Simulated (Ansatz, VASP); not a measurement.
## One calculation of Sc3Al, two programs

```
Sc Al
1.0
     4.30917    0.00000    0.00000
     0.00000    4.30917    0.00000
     0.00000    0.00000    4.50604
Sc Al
3 1
Direct
  0.50000 0.00000 0.50000
  0.00000 0.50000 0.50000
  0.50000 0.50000 0.00000
  0.00000 0.00000 0.00000
```

Change from the starting cell: strain -0.015 along x and y, +0.030 along z, atoms carried along.

Alike in both runs: task single point; functional PBEsol; k mesh 12 × 12 × 12; occupations gaussian, width 0.15 eV; no spin polarisation.

```csv
,VASP,Ansatz
version,VASP 6.6.1,Ansatz 0.2.0
potentials or method,"VASP PAW PBE potentials, release 64 (Sc_sv, Al), cutoff 520 eV","scalar-relativistic, plane waves, PAW"
valence electrons in the cell,36,36
```

|  | VASP | Ansatz | Ansatz less VASP |
| --- | --- | --- | --- |
| gap on the k mesh at the Fermi level (eV) | none | none | - |
| pressure (GPa) | 0.2 | 0.1 | -0.07 |
| traceless stress, the component that is largest in VASP (GPa) | -2.04 | -2.03 | +0.002 |

VASP's potentials were made for PBE, not for PBEsol. A gap of «none» marks a metal or a gap that the smearing closes. The functional is the same, so the differences come from potentials, cutoffs and numerics.
